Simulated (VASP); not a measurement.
# Se (P3_121) in VASP: a series of runs

The runs below take Se through single point, with PBE-based screened hybrid, PBEsol.

All numbers are computed with VASP 6.6.1; they aren't measurements. Logs are shortened: lines on timing, memory, paths and dates and some standing lists are left out, and cuts for length are marked.

### 1 The cell of the first run

It takes space group P3_121 (No. 152, trigonal). The conventional cell has a = 4.366 Å, b = 4.366 Å, c = 4.954 Å, α = 90.00°, β = 90.00°, γ = 120.00°. Within 3.1 Å of Se (site symmetry 2) lie 2 Se at 2.37 Å.

### 2 Single point, PBE-based screened hybrid

Input file POSCAR:

```
Se
1.0
    4.3662000000      0.0000000000      0.0000000000
   -2.1831000000      3.7812401180      0.0000000000
    0.0000000000      0.0000000000      4.9536000000
Se
3
Direct
    0.7746000000      0.7746000000      0.0000000000
    0.0000000000      0.2254000000      0.6666666667
    0.2254000000      0.0000000000      0.3333333333
```

Input file INCAR.step1:

```
PREC = Accurate ; ENCUT = 520
EDIFF = 1E-5 ; ISMEAR = -1
SIGMA = 0.05 ; LREAL = F
LASPH = T ; NELM = 80
ALGO = Normal ; ISIF = 2
LWAVE = T ; LCHARG = F
GGA = PE ; NBANDS = 16
```

Input file INCAR.step2:

```
PREC = Accurate ; ENCUT = 520
EDIFF = 1E-6 ; ISMEAR = -1
SIGMA = 0.05 ; LREAL = F
LASPH = T ; NELM = 80
ALGO = Normal ; ISIF = 2
LWAVE = F ; LCHARG = F
GGA = PE ; LHFCALC = T
AEXX = 0.35 ; HFSCREEN = 0.2078699
PRECFOCK = Normal ; ISTART = 1
NBANDS = 16
```

Input file KPOINTS:

```
regular mesh
0
Gamma
  4 4 3
```

Potentials or basis: VASP PAW PBE potentials, release 64 (Se).

Started as:

```
$ cat potpaw_PBE.64/Se/POTCAR > POTCAR
$ cp INCAR.step1 INCAR
$ mpirun -np 1 vasp_std > vasp.out
$ cp INCAR.step2 INCAR
$ mpirun -np 1 vasp_std > vasp.out
```

OUTCAR:

```text
PREC = Accurate
   ENCUT = 520
   EDIFF = 1E-6
   ISMEAR = -1
   LREAL = F
   LASPH = T
   NELM = 80
   ISIF = 2
   GGA = PE
   LHFCALC = T
   AEXX = 0.35
   HFSCREEN = 0.2078699
   PRECFOCK = Normal
   ISTART = 1

 ion  position               nearest neighbor table
   1  0.775  0.775  0.000-   2 2.37   3 2.37
   2  0.000  0.225  0.667-   1 2.37   3 2.37
   3  0.225  0.000  0.333-   1 2.37   2 2.37

  LATTYP: Found a hexagonal cell.
 ALAT       =     4.3662000000
 C/A-ratio  =     1.1345334616

  Lattice vectors:

 A1 = (   4.3662000000,   0.0000000000,   0.0000000000)
 A2 = (  -2.1831000000,   3.7812401180,   0.0000000000)
 A3 = (   0.0000000000,   0.0000000000,   4.9536000000)

Analysis of symmetry for initial positions (statically):
=====================================================================
 Subroutine PRICEL returns:
 Original cell was already a primitive cell.

 Routine SETGRP: Setting up the symmetry group for a
 hexagonal supercell.

 Subroutine GETGRP returns: Found  6 space group operations
 (whereof  2 operations were pure point group operations)
 out of a pool of 24 trial point group operations.

The static configuration has the point symmetry C_2 .
 The point group associated with its full space group is D_3 .

Analysis of symmetry for dynamics (positions and initial velocities):
=====================================================================
 Subroutine PRICEL returns:
 Original cell was already a primitive cell.

 Routine SETGRP: Setting up the symmetry group for a
 hexagonal supercell.

 Subroutine GETGRP returns: Found  6 space group operations
 (whereof  2 operations were pure point group operations)
 out of a pool of 24 trial point group operations.

The dynamic configuration has the point symmetry C_2 .
 The point group associated with its full space group is D_3 .

 Subroutine INISYM returns: Found  6 space group operations
 (whereof  2 operations are pure point group operations),
 and found     1 'primitive' translations

----------------------------------------------------------------------------------------

                                     Primitive cell

  volume of cell :      81.7822

  direct lattice vectors                    reciprocal lattice vectors
     4.366200000  0.000000000  0.000000000     0.229032110  0.132231751  0.000000000
    -2.183100000  3.781240118  0.000000000     0.000000000  0.264463501  0.000000000
     0.000000000  0.000000000  4.953600000     0.000000000  0.000000000  0.201873385

  length of vectors
     4.366200000  4.366200000  4.953600000     0.264463501  0.264463501  0.201873385

  position of ions in fractional coordinates (direct lattice)
     0.774600000  0.774600000  0.000000000
     0.000000000  0.225400000  0.666666667
     0.225400000  0.000000000  0.333333333

  ion indices of the primitive-cell ions
   primitive index   ion index
                 1           1
                 2           2
                 3           3

----------------------------------------------------------------------------------------

 KPOINTS: regular mesh

Automatic generation of k-mesh.
 Grid dimensions read from file:
 generate k-points for:    4    4    3

 Generating k-lattice:

  Cartesian coordinates                     Fractional coordinates (reciprocal lattice)
     0.057258028  0.033057938  0.000000000     0.250000000  0.000000000  0.000000000
     0.000000000  0.066115875  0.000000000     0.000000000  0.250000000  0.000000000
     0.000000000  0.000000000  0.067291128     0.000000000  0.000000000  0.333333333

  Length of vectors
     0.066115875  0.066115875  0.067291128

  Shift w.r.t. Gamma in fractional coordinates (k-lattice)
     0.000000000  0.000000000  0.000000000

 Subroutine IBZKPT returns following result:
 ===========================================

 Found      9 irreducible k-points:

 Following reciprocal coordinates:
            Coordinates               Weight
  0.000000  0.000000  0.000000      1.000000
  0.250000  0.000000  0.000000      6.000000
  0.500000  0.000000  0.000000      3.000000
  0.250000  0.250000  0.000000      6.000000
  0.000000  0.000000  0.333333      2.000000
  0.250000  0.000000  0.333333      6.000000
  0.000000  0.250000  0.333333      6.000000
  0.500000  0.000000  0.333333      6.000000
  0.250000  0.250000  0.333333     12.000000
   k-points           NKPTS =      9   k-points in BZ     NKDIM =     48   number of bands    NBANDS=     16
   number of dos      NEDOS =    301   number of ions     NIONS =      3
   total plane-waves  NPLWV =  40960
   dimension x,y,z NGX =    32 NGY =   32 NGZ =   40
   dimension x,y,z NGXF=    64 NGYF=   64 NGZF=   80
   ions per type =               3
   NGX,Y,Z   is equivalent  to a cutoff of  12.18, 12.18, 13.42 a.u.
   NGXF,Y,Z  is equivalent  to a cutoff of  24.37, 24.37, 26.85 a.u.
 SYSTEM =  unknown system
   PREC   = accura    normal or accurate (medium, high low for compatibility)
   ISTART =      1    job   : 0-new  1-cont  2-samecut
   ICHARG =      0    charge: 1-file 2-atom 10-const
   ISPIN  =      1    spin polarized calculation?
   LNONCOLLINEAR =      F non collinear calculations
   LSORBIT =      F    spin-orbit coupling
   LASPH  =      T    aspherical Exc in radial PAW
   ENCUT  =  520.0 eV  38.22 Ry    6.18 a.u.   8.12  8.12  9.21*2*pi/ulx,y,z
   NELM   =     80;   NELMIN=  2; NELMDL=  0     # of ELM steps
   EDIFF  = 0.1E-05   stopping-criterion for ELM
   LREAL  =      F    real-space projection
   EDIFFG = 0.1E-04   stopping-criterion for IOM
   NSW    =      0    number of steps for IOM
   IBRION =     -1    ionic relax: 0-MD 1-quasi-New 2-CG
   NFREE  =      0    steps in history (QN), initial steepest desc. (CG)
   ISIF   =      2    stress and relaxation
   ISYM   =      3    0-nonsym 1-usesym 2-fastsym
   POTIM  = 0.5000    time-step for ionic-motion
   TEBEG  =    0.0;   TEEND  =   0.0 temperature during run
   PSTRESS=    0.0 pullay stress
   NELECT =      18.0000    total number of electrons
   NUPDOWN=      -1.0000    fix difference up-down
   EMIN   =  10.00;   EMAX   =-10.00  energy-range for DOS
   EFERMI =   0.00;   METHOD = LEGACY
   ISMEAR =    -1;   SIGMA  =   0.05  broadening in eV -4-tet -1-fermi 0-gaus
   EFERMI_NEDOS =   21; number of points for ismear=-14 and -15
   IALGO  =     38    algorithm
   IMIX   =      1    mixing-type and parameters
     AMIX     =   0.40;   BMIX     =  1.00
     AMIX_MAG =   1.60;   BMIX_MAG =  1.00
  volume/ion in A,a.u.               =      27.26       183.96
  Fermi-wavevector in a.u.,A,eV,Ry     =   0.988430  1.867862 13.292817  0.976995
  Thomas-Fermi vector in A             =   2.119956
   LORBIT       =      0    0 simple, 1 ext, 2 COOP (PROOUT), +10 PAW based schemes
   GGA     = PE    functional components
   LHFCALC =     T    Hartree Fock is set to
   PRECFOCK=normal    Normal, Fast or Accurate (Low or Medium for compatibility)
   ENCUT4O =  -1.0   cutoff for four orbital integrals eV
   NKREDX  =     1    reduce k-point grid by
   NKREDY  =     1    reduce k-point grid by
   NKREDZ  =     1    reduce k-point grid by
   AEXX    =    0.3500 exact exchange contribution
   HFSCREEN=    0.2079 screening length (either q_TF or 0.3 A-1)
   HFSCREENC=   0.2079 screening length for correlation (either q_TF or 0.3 A-1)
   ENCUTFOCK=  -1.0 apply spherical cutoff to Coloumb kernel
   IVDW    =     0    specifies the selected vdW correction
   LEPSILON=     F    determine dielectric tensor
   LRPA    =     F    only Hartree local field effects (RPA)
 non-spin polarized calculation
  energy-cutoff  :      520.00
  volume of cell :       81.78
 maximum number of plane-waves:      2206
  NGX = 28; NGY = 28; NGZ = 28

 number of electron      18.0000001 magnetization

 Free energy of the ion-electron system (eV)
  ---------------------------------------------------
  ext. energy  EPLUGINS =         0.00000000
  ---------------------------------------------------
  free energy    TOTEN  =       -14.40698069 eV

  energy without entropy =      -14.40698069  energy(sigma->0) =      -14.40698069

 E-fermi :   2.7635     XC(G=0):  -6.7932

 val. band max:        1.5632037790   @ k =   0.2500   0.2500   0.3333
 cond. band min:       4.3458786155   @ k =   0.0000   0.0000   0.3333
 fundamental gap:      2.7826748365
 Fermi energy:         2.7635049936

 k-point     1 :       0.0000    0.0000    0.0000
  band No.  band energies     occupation
      1     -15.9640      2.00000
      2     -11.2016      2.00000
      3     -11.2016      2.00000
      4      -2.1953      2.00000
      5      -2.1953      2.00000
      6      -2.1861      2.00000
[... 8 lines left out ...]
     15       9.6459      0.00000
     16      11.7164      0.00000

 k-point     2 :       0.2500    0.0000    0.0000
  band No.  band energies     occupation
      1     -15.7090      2.00000
      2     -11.4495      2.00000
      3     -11.1736      2.00000
      4      -3.4518      2.00000
      5      -2.8204      2.00000
      6      -2.0633      2.00000
[... 8 lines left out ...]
     15      11.2876      0.00000
     16      12.1956      0.00000

 k-point     3 :       0.5000    0.0000    0.0000
  band No.  band energies     occupation
      1     -15.4016      2.00000
      2     -11.7899      2.00000
      3     -11.1439      2.00000
      4      -3.8036      2.00000
      5      -3.2168      2.00000
      6      -1.9637      2.00000
[... 8 lines left out ...]
     15      13.1187      0.00000
     16      13.1611      0.00000

 k-point     4 :       0.2500    0.2500    0.0000
  band No.  band energies     occupation
      1     -15.4067      2.00000
      2     -11.6218      2.00000
      3     -11.3238      2.00000
      4      -3.6342      2.00000
      5      -3.4630      2.00000
      6      -1.6391      2.00000
[... 8 lines left out ...]
     15      12.1583      0.00000
     16      12.7510      0.00000

 k-point     5 :       0.0000    0.0000    0.3333
  band No.  band energies     occupation
      1     -15.3643      2.00000
      2     -13.6558      2.00000
      3      -8.9657      2.00000
      4      -3.1476      2.00000
      5      -1.9186      2.00000
      6      -1.8020      2.00000
[... 8 lines left out ...]
     15      11.1639      0.00000
     16      11.4855      0.00000

 k-point     6 :       0.2500    0.0000    0.3333
  band No.  band energies     occupation
      1     -15.1336      2.00000
      2     -13.5055      2.00000
      3      -9.5340      2.00000
      4      -3.6215      2.00000
      5      -2.8522      2.00000
      6      -1.9534      2.00000
[... 8 lines left out ...]
     15      10.8699      0.00000
     16      11.4752      0.00000

 k-point     7 :       0.0000    0.2500    0.3333
  band No.  band energies     occupation
      1     -15.1288      2.00000
      2     -13.5215      2.00000
      3      -9.4835      2.00000
      4      -3.8117      2.00000
      5      -3.0036      2.00000
      6      -1.9899      2.00000
[... 8 lines left out ...]
     15      10.8523      0.00000
     16      11.8595      0.00000

 k-point     8 :       0.5000    0.0000    0.3333
  band No.  band energies     occupation
      1     -14.8566      2.00000
      2     -13.3647      2.00000
      3     -10.0652      2.00000
      4      -4.3557      2.00000
      5      -3.3990      2.00000
      6      -2.3648      2.00000
[... 8 lines left out ...]
     15      12.5921      0.00000
     16      12.6243      0.00000

 k-point     9 :       0.2500    0.2500    0.3333
  band No.  band energies     occupation
      1     -14.8589      2.00000
      2     -13.3659      2.00000
      3     -10.0403      2.00000
      4      -4.1692      2.00000
      5      -3.7227      2.00000
      6      -2.5931      2.00000
[... 8 lines left out ...]
     15      11.7416      0.00000
     16      12.3014      0.00000

------------------------ aborting loop because EDIFF is reached ----------------------------------------

  FORCE on cell =-STRESS in cart. coord.  units (eV):
  Direction    XX          YY          ZZ          XY          YZ          ZX
  --------------------------------------------------------------------------------------
  -------------------------------------------------------------------------------------
  Total        0.0839105      0.0839105     -0.7046165      0.0000000      0.0000000     -0.0000000
  in kB        1.6438720      1.6438720    -13.8039880      0.0000000      0.0000000     -0.0000000
  external PRESSURE =      -3.5054147 kB  Pullay stress =       0.0000000 kB

 VOLUME and BASIS-vectors are now :
 -----------------------------------------------------------------------------
  energy-cutoff  :      520.00
  volume of cell :       81.78
      direct lattice vectors                 reciprocal lattice vectors
     4.366200000  0.000000000  0.000000000     0.229032110  0.132231751  0.000000000
    -2.183100000  3.781240118  0.000000000     0.000000000  0.264463501  0.000000000
     0.000000000  0.000000000  4.953600000     0.000000000  0.000000000  0.201873385

 POSITION                                       TOTAL-FORCE (eV/Angst)
 -----------------------------------------------------------------------------------
      1.69103      2.92895      0.00000         0.221976      0.384475     -0.000000
     -0.49207      0.85229      3.30240         0.221976     -0.384475     -0.000000
      0.98414      0.00000      1.65120        -0.443953      0.000000      0.000000
 -----------------------------------------------------------------------------------
    total drift:                                0.000001      0.000001      0.000000

  FREE ENERGIE OF THE ION-ELECTRON SYSTEM (eV)
  ---------------------------------------------------
  free  energy   TOTEN  =       -14.4069806861 eV

  energy  without entropy=      -14.4069806861  energy(sigma->0) =      -14.40698069
```

Wall time 8.8 min (1 thread of Intel Xeon Platinum 8559C (Emerald Rapids), shared host); peak memory 0.3 GiB.

What came out:

| Item | Value |
| --- | --- |
| Free energy | -14.4070 eV |
| Pressure | -0.4 GPa |
| Largest force | 0.444 eV/Å |
| Band gap on the k mesh | 2.78 eV, indirect (least direct gap 3.17 eV) |

Forces in eV/Å, atoms in the order of the input:
```
Se   0.222  0.384  0.000
Se   0.222 -0.384  0.000
Se  -0.444  0.000  0.000
```

Caveat: the k points lie up to 0.42 Å⁻¹ apart; the PAW data sets were made with another functional, which shifts forces and pressure a little.

### 3 Single point, PBEsol (volume scaled by 0.98)

Input file INCAR:

```
SYSTEM = Se
  PREC = Accurate
  ENCUT = 520
  EDIFF = 1E-7
  ISMEAR = -1
  SIGMA = 0.05
  LREAL = .False.
  LASPH = .True.
  NELM = 100
  ALGO = Normal
  ISIF = 2
  LWAVE = .False.
  LCHARG = .False.
  GGA = PS
  NBANDS = 16
```

Input file KPOINTS:

```
regular mesh
0
Gamma
  7 7 6
  0 0 0
```

Input file POSCAR:

```
Se
1.0
    4.3368957613      0.0000000000      0.0000000000
   -2.1684478807      3.7558619029      0.0000000000
    0.0000000000      0.0000000000      4.9203533607
Se
3
Direct
    0.7746000000      0.7746000000      0.0000000000
    0.0000000000      0.2254000000      0.6666666667
    0.2254000000      0.0000000000      0.3333333333
```

Potentials or basis: VASP PAW PBE potentials, release 64 (Se).

Started as:

```
$ cat potpaw_PBE.64/Se/POTCAR > POTCAR
$ mpirun -np 1 vasp_std > vasp.out
```

Wall time 42 s (1 thread of Intel Xeon Platinum 8488C (Sapphire Rapids), shared host); peak memory 0.2 GiB.

It converged, with:

- Free energy: -11.4763 eV
- Pressure: 1.6 GPa
- Largest force: 0.553 eV/Å
- Band gap on the k mesh: 1.12 eV, indirect (least direct gap 1.46 eV)

Forces in eV/Å, atoms in the order of the input:
```
Se  -0.276 -0.479  0.000
Se  -0.276  0.479  0.000
Se   0.553  0.000  0.000
```

Stress tensor (GPa, compression positive):
```
0.82 0.00 0.00
0.00 0.82 0.00
0.00 0.00 3.11
```

Levels at points of the mesh, in eV from the valence-band top:
```csv
k point,band 7,band 8,band 9,band 10,band 11,band 12
"(0.00, 0.00, 0.00)",-2.15,-2.15,-0.44,1.87,1.87,2.12
"(0.00, 0.00, 0.50)",-1.65,-1.65,-1.18,1.12,1.12,1.23
```

Caveat: the PAW data sets were made with another functional, which shifts forces and pressure a little. A k mesh can miss the band edges.
